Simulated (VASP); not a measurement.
Wanted: the native input for a VASP 6.6.1 run.

```
Task                   : single point
Functional             : PBE
Potentials or basis    : VASP PAW PBE potentials, release 64 (C)
Cutoff                 : 520 eV
k mesh                 : 12 × 12 × 12
Occupations            : gaussian, width 0.05 eV
Spin                   : no spin polarisation
Dipole correction      : no
Further INCAR settings : ALGO = Normal; EDIFF = 1e-06; NBANDS = 11
```

The structure of C lies in POSCAR:

```
C
1.0
    0.0000000000      1.8433936366      1.7565697964
    1.8433936366      0.0000000000      1.7565697964
    1.8433936366      1.8433936366      0.0000000000
C
2
Direct
    0.5000000000      0.5000000000      0.5000000000
    0.7500000000      0.7500000000      0.7500000000
```

This cell differs from its parent crystal: volume 5.969 Å^3 an atom, c/a of the conventional cell 0.9529.

These files were run (other wordings do the same):

INCAR

```
PREC = Accurate
ENCUT = 520
EDIFF = 1E-6
ISMEAR = 0
SIGMA = 0.05
LREAL = F
LASPH = T
NELM = 100
ALGO = Normal
ISIF = 2
LWAVE = F
LCHARG = F
GGA = PE
NBANDS = 11
```

KPOINTS

```
Automatic mesh
0
Gamma
  12 12 12
```

Potentials or basis: VASP PAW PBE potentials, release 64 (C).

Run with:

```bash
$ cat potpaw_PBE.64/C/POTCAR > POTCAR
$ mpirun -np 1 vasp_std > vasp.out
```

Results of the run:

```yaml
Pressure: -18.1 GPa
Band_gap_on_the_k_mesh: 2.88 eV, indirect (least direct gap 4.64 eV)
```

Wall time 33 s on 1 thread of AMD EPYC 7R13, on a shared host, peak memory 0.1 GiB.
